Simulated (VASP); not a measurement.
# La (P6_3/mmc) in VASP: notebook, part 2 of 2

VASP 6.6.1. Earlier steps stand in the parts before.

## 4. Relaxation of cell and atoms, PBE, target pressure 65 GPa, at which the enthalpy is minimised

Contents of INCAR:

```
ALGO = Normal ; EDIFF = 1E-6
EDIFFG = -0.005 ; ENCUT = 600
GGA = PE ; IBRION = 2
ISIF = 3 ; ISMEAR = -1
LASPH = True ; LCHARG = False
LREAL = False ; LWAVE = False
NELM = 60 ; NSW = 32
PREC = Accurate ; PSTRESS = 650.0
SIGMA = 0.05
```

Contents of KPOINTS:

```
k-points
0
Gamma
  15 15 8
```

Contents of POSCAR:

```
La
1.0
    2.9074164280      0.0000000000      0.0000000000
   -1.4537082140      2.5178964860      0.0000000000
    0.0000000000      0.0000000000      4.9006178760
La
2
Direct
    0.3333333333      0.6666666667      0.2500000000
    0.6666666667      0.3333333333      0.7500000000
```

Potentials or basis: VASP PAW PBE potentials, release 64 (La).

Run with:

```bash
cat potpaw_PBE.64/La/POTCAR > POTCAR
mpirun -np 1 vasp_std > vasp.out
```

OUTCAR:

```text
EDIFF = 1E-6
   EDIFFG = -0.005
   ENCUT = 600
   GGA = PE
   IBRION = 2
   ISIF = 3
   ISMEAR = -1
   LASPH = True
   LREAL = False
   NELM = 60
   NSW = 32
   PREC = Accurate
   PSTRESS = 650.0

 ion  position               nearest neighbor table
   1  0.333  0.667  0.250-   2 2.97   2 2.97   2 2.97   2 2.97   2 2.97   2 2.97
   2  0.667  0.333  0.750-   1 2.97   1 2.97   1 2.97   1 2.97   1 2.97   1 2.97

  LATTYP: Found a hexagonal cell.
 ALAT       =     2.9074164280
 C/A-ratio  =     1.6855576067

  Lattice vectors:

 A1 = (   2.9074164280,   0.0000000000,   0.0000000000)
 A2 = (  -1.4537082140,   2.5178964860,   0.0000000000)
 A3 = (   0.0000000000,   0.0000000000,   4.9006178760)

Analysis of symmetry for initial positions (statically):
=====================================================================
 Subroutine PRICEL returns:
 Original cell was already a primitive cell.

 Routine SETGRP: Setting up the symmetry group for a
 hexagonal supercell.

 Subroutine GETGRP returns: Found 24 space group operations
 (whereof 12 operations were pure point group operations)
 out of a pool of 24 trial point group operations.

[... 175 lines left out ...]
  external PRESSURE =       1.0552022 kB  Pullay stress =     650.0000000 kB
[... 139 lines left out ...]
--------------------------------------- Ionic step        5  -------------------------------------------

 number of electron      22.0000002 magnetization

 Free energy of the ion-electron system (eV)
  ---------------------------------------------------
  ext. energy  EPLUGINS =         0.00000000
  ---------------------------------------------------
  free energy    TOTEN  =        -5.68752396 eV

  energy without entropy =       -5.67522812  energy(sigma->0) =       -5.68137604

 E-fermi :  17.6580     XC(G=0): -12.9601

 val. band max:       17.6109413353   @ k =   0.0667   0.0000   0.2500
 cond. band min:      17.6657025673   @ k =   0.4000   0.1333   0.2500
 fundamental gap:      0.0547612321
 Fermi energy:        17.6580356436

 k-point     1 :       0.0000    0.0000    0.0000
  band No.  band energies     occupation
      1     -16.5222      2.00000
      2     -14.5191      2.00000
      3      -2.7901      2.00000
      4       4.2517      2.00000
      5       4.2517      2.00000
      6       4.7832      2.00000
      7       5.1867      2.00000
      8       5.1867      2.00000
      9      15.5519      2.00000
     10      17.7539      0.25632
     11      18.0476      0.00083
     12      19.1173      0.00000
     13      19.1809      0.00000
     14      19.1809      0.00000
[... 401 lines left out ...]
      2     -13.4942      2.00000
      3      -1.8697      2.00000
      4      -0.7526      2.00000
      5       0.4629      2.00000
      6       0.7693      2.00000
      7       2.0520      2.00000
      8       2.2595      2.00000
      9      13.6858      2.00000
     10      16.5289      2.00000
     11      18.4721      0.00000
     12      19.1602      0.00000
     13      19.9165      0.00000
     14      20.0572      0.00000
     15      20.3960      0.00000

 [... further k-points ...]

------------------------ aborting loop because EDIFF is reached ----------------------------------------

  FORCE on cell =-STRESS in cart. coord.  units (eV):
  Direction    XX          YY          ZZ          XY          YZ          ZX
  --------------------------------------------------------------------------------------
  -------------------------------------------------------------------------------------
  Total       14.5597308     14.5597308     14.5544322     -0.0000000      0.0000000      0.0000000
  in kB      650.0047452    650.0047452    649.7681938     -0.0000000      0.0000000      0.0000000
  external PRESSURE =      -0.0741053 kB  Pullay stress =     650.0000000 kB
[... 21 lines left out ...]
  energy  without entropy=       -5.6752281199  energy(sigma->0) =       -5.68137604

  enthalpy is  TOTEN    =         8.8721005329 eV   P V=       14.5596244901

 reached required accuracy - stopping structural energy minimisation
```

OSZICAR:

```text
N       E                     dE             d eps       ncg     rms          rms(c)
DAV:   1     0.238581182491E+03    0.23858E+03   -0.85688E+03  4138   0.258E+03
DAV:   2     0.344674676228E+02   -0.20411E+03   -0.20201E+03  6284   0.425E+02
DAV:   3    -0.197152611815E+01   -0.36439E+02   -0.34936E+02  7253   0.185E+02
DAV:   4    -0.595936920319E+01   -0.39878E+01   -0.39243E+01  7983   0.541E+01
[... 29 lines left out ...]
       N       E                     dE             d eps       ncg     rms          rms(c)
DAV:   1    -0.568754253962E+01   -0.28886E-02   -0.99006E-04  7694   0.787E-01    0.237E-02
DAV:   2    -0.568752806843E+01    0.14471E-04   -0.43858E-05  7046   0.904E-02    0.101E-02
DAV:   3    -0.568752406587E+01    0.40026E-05   -0.18134E-05  7564   0.603E-02    0.253E-03
DAV:   4    -0.568752395724E+01    0.10863E-06   -0.68432E-07  4131   0.111E-02
   5 F= 0.88721005E+01 E0= 0.88782485E+01  d E =-.260461E-05
```

CONTCAR:

```text
La
   1.00000000000000
     2.9072784392583690    0.0000000000000000   -0.0000000000000000
    -1.4536392196291845    2.5177769842310211   -0.0000000000000000
    -0.0000000000000000    0.0000000000000000    4.9027925012749360
  La
     2
Direct
     0.3333333332999970    0.6666666667000030    0.2500000000000000
     0.6666666667000030    0.3333333332999970    0.7500000000000000

  0.00000000E+00  0.00000000E+00  0.00000000E+00
  0.00000000E+00  0.00000000E+00  0.00000000E+00
```

Run time: 6.8 min. Hardware: 1 thread of Oxide Virtual Turin-like, shared host; peak memory 0.21 GiB.

Results:

```yaml
Free_energy: -5.6875 eV
Relaxed_volume: 17.94 Å³/atom
Relaxed_cell: a = 2.907 Å, b = 2.907 Å, c = 4.903 Å, α = 90.00°, β = 90.00°, γ = 120.00°
Space_group_after_relaxing_to_0.1_Å: P6_3/mmc (No. 194)
Energy_change_on_relaxing_the_run_minimises_the_enthalpy: -2.5 meV/atom
Ionic_steps: 5
Pressure_after_relaxing: 65.0 GPa
Band_gap_on_the_k_mesh: zero (bands 11 and 12 overlap by 4.00 eV)
```

The path:
| step | energy change (eV) | largest force (eV/Å) | pressure (GPa) | volume (Å³) |
| --- | --- | --- | --- | --- |
| 1 | 0.0000 | 0.0000 | 65.11 | 35.88 |
| 2 | -0.0248 | 0.0000 | 64.60 | 35.94 |
| 3 | -0.0067 | 0.0000 | 64.96 | 35.89 |
| 4 | -0.0022 | 0.0000 | 65.06 | 35.88 |
| 5 | -0.0051 | 0.0000 | 64.99 | 35.89 |

Final structure:
```cif
data_structure
_symmetry_space_group_name_H-M 'P 1'
_symmetry_Int_Tables_number 1
_cell_length_a 2.9073
_cell_length_b 2.9073
_cell_length_c 4.9028
_cell_angle_alpha 90.000
_cell_angle_beta 90.000
_cell_angle_gamma 120.000
_cell_volume 35.89
loop_
_atom_site_label
_atom_site_type_symbol
_atom_site_fract_x
_atom_site_fract_y
_atom_site_fract_z
_atom_site_occupancy
La1 La 0.33333 0.66667 0.25000 1
La2 La 0.66667 0.33333 0.75000 1
```

Caveat: the cell is relaxed towards a set pressure, so the run minimises the enthalpy, not the energy; spin-orbit coupling is left out, which moves the levels of the heavy elements.

## 5. Relaxation of cell and atoms, PBE, target pressure 65 GPa, at which the enthalpy is minimised

This run uses another cell than the first one, of 18.36 Å³/atom.

Contents of INCAR:

```
ALGO     = Normal         # electronic algorithm
EDIFF    = 1E-7           # SCF threshold, eV
EDIFFG   = -0.005         # ionic threshold
ENCUT    = 600            # plane-wave cutoff, eV
GGA      = PE             # functional
IBRION   = 2              # ionic algorithm
ISIF     = 3              # what is computed and relaxed
ISMEAR   = -1             # smearing method
LASPH    = T              # aspherical terms in the spheres
LCHARG   = F              # write CHGCAR
LREAL    = F              # projectors in reciprocal space
LWAVE    = F              # write WAVECAR
NELM     = 100            # most SCF steps
NSW      = 60             # ionic steps
PREC     = Accurate       # precision mode
PSTRESS  = 650.0        
SIGMA    = 0.05           # smearing width, eV
```

KPOINTS is that of step 4.

Contents of POSCAR:

```
La
1.0
    2.9689885199      0.0000000000      0.0000000000
   -1.4844942600      2.5712194818      0.0000000000
    0.0000000000      0.0000000000      4.8097614022
La
2
Direct
    0.3333333333      0.6666666667      0.2500000000
    0.6666666667      0.3333333333      0.7500000000
```

Run with:

```bash
cat potpaw_PBE.64/La/POTCAR > POTCAR
mpirun -np 1 vasp_std > vasp.out
```

Run time: 19 min. Hardware: 1 thread of Oxide Virtual Turin-like, shared host; peak memory 0.22 GiB.

The run converged. Its results:

```yaml
Free_energy: -5.6873 eV
Relaxed_volume: 17.94 Å³/atom
Relaxed_cell: a = 2.907 Å, b = 2.907 Å, c = 4.903 Å, α = 90.00°, β = 90.00°, γ = 120.00°
Space_group_after_relaxing_to_0.1_Å: P6_3/mmc (No. 194)
Energy_change_on_relaxing_the_run_minimises_the_enthalpy: +134.5 meV/atom
Ionic_steps: 9
Pressure_after_relaxing: 65.0 GPa
Band_gap_on_the_k_mesh: zero (bands 11 and 12 overlap by 4.00 eV)
```

Step by step:
```
step  energy change (eV)  largest force (eV/Å)  pressure (GPa)  volume (Å³)
   1              0.0000                0.0000           59.42        36.72
   2              1.5844                0.0000           91.09        33.34
   3              0.3869                0.0000           67.26        35.61
   4              0.4157                0.0000           67.85        35.54
   5              0.0178                0.0000           60.14        36.57
   6              0.2745                0.0000           65.12        35.87
   7              0.2772                0.0000           65.17        35.87
   8              0.2532                0.0000           64.69        35.93
   9              0.2689                0.0000           65.01        35.89
```

Final structure:
```
La
1.0
     2.90728    0.00000    0.00000
    -1.45364    2.51778    0.00000
     0.00000    0.00000    4.90265
La
2
Direct
  0.33333 0.66667 0.25000
  0.66667 0.33333 0.75000
```

Levels at points of the mesh, in eV from the Fermi level:
| k point | band 9 | band 10 | band 11 | band 12 | band 13 | band 14 |
| --- | --- | --- | --- | --- | --- | --- |
| (0.00, 0.00, 0.00) | -2.11 | 0.10 | 0.39 | 1.46 | 1.52 | 1.52 |
| (0.00, 0.00, 0.50) | -1.01 | -1.01 | 0.93 | 0.93 | 1.63 | 1.63 |

Caveat: the cell is relaxed towards a set pressure, so the run minimises the enthalpy, not the energy; spin-orbit coupling is left out, which moves the levels of the heavy elements.

## 6. Overview

```tsv
task	cell	cutoff (eV)	gap on the mesh (eV)	pressure (GPa)
single point	a = 2.907, b = 2.907, c = 4.901 Å, angles 90.0, 90.0, 120.0°, 2 atoms	520	none	65.1
single point	a = 2.907, b = 2.907, c = 4.899 Å, angles 90.0, 90.0, 120.0°, 2 atoms	520	none	65.3
relaxation of cell and atoms	relaxed to 65 GPa from a = 2.907, b = 2.907, c = 4.901 Å, angles 90.0, 90.0, 120.0°, 2 atoms	600	none	65.0
relaxation of cell and atoms	relaxed to 65 GPa from a = 2.969, b = 2.969, c = 4.810 Å, angles 90.0, 90.0, 120.0°, 2 atoms	600	none	65.0
```

Alike in all rows: level PBE; potentials or basis VASP PAW PBE potentials, release 64 (La); no spin polarisation; k mesh 15 × 15 × 8; smearing fermi-dirac 0.05 eV.

Caveats: spin-orbit coupling is left out, which moves the levels of the heavy elements; the cell stands under pressure (at least some runs); the cell is relaxed towards a set pressure, so the run minimises the enthalpy, not the energy (at least some runs).

Total energies depend on the potentials used, so only differences within one code and one set of settings carry meaning.

The gap in the log of VASP goes by the Fermi energy; the results here count the filled bands.